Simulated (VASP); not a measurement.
Crystal: GeI.

```
Ge I
1.0
     4.49960    0.00000    0.00000
     0.00000    4.49960    0.00000
     0.00000    0.00000    3.63043
Ge I
1 1
Direct
  0.00000 0.00000 0.00000
  0.50000 0.50000 0.50000
```

```yaml
Program: VASP 6.6.1
Task: relaxation of cell and atoms
Functional: PBE
Potentials_or_basis: VASP PAW PBE potentials, release 64 (Ge_d, I)
Cutoff: 600 eV
k_mesh: 4 × 4 × 6
Occupations: gaussian, width 0.1 eV
Spin: no spin polarisation
```

At the start: pressure -4.3 GPa; volume 36.75 Å³/atom.

Task: How do energy, volume and symmetry change on relaxing?

Result: Over 14 steps the energy falls by 288.2 meV/atom and the volume is 27.01 Å³/atom (-26.5 %); space group Pm-3m (No. 221, to 0.05 Å).

Step by step:
```tsv
step	energy change (eV)	largest force (eV/Å)	pressure (GPa)	volume (Å³)
1	0.0000	0.0000	-4.31	73.50
2	-0.3034	0.0000	-3.06	63.45
3	0.5237	0.0000	31.11	38.45
4	-0.4304	0.0000	-1.60	58.10
5	-0.4560	0.0000	3.35	51.10
6	-0.4706	0.0000	1.68	53.54
7	-0.5604	0.0000	1.07	52.68
8	-0.5679	0.0000	1.54	52.17
9	-0.5691	0.0000	1.43	52.28
10	-0.5750	0.0000	-0.74	54.68
11	-0.5762	0.0000	0.11	53.93
12	-0.5762	0.0000	-0.02	54.01
13	-0.5762	0.0000	0.17	53.98
14	-0.5764	0.0000	-0.01	54.03
```

Final structure:
```
Ge I
1.0
     3.78238    0.00000    0.00000
     0.00000    3.78238    0.00000
     0.00000    0.00000    3.77659
Ge I
1 1
Direct
  0.00000 0.00000 0.00000
  0.50000 0.50000 0.50000
```

Caveat: the volume moved by over 15 % at a fixed basis, so the end points are rough; an odd number of electrons without spin polarisation forces a metal; a magnetic or distorted state may lie lower.
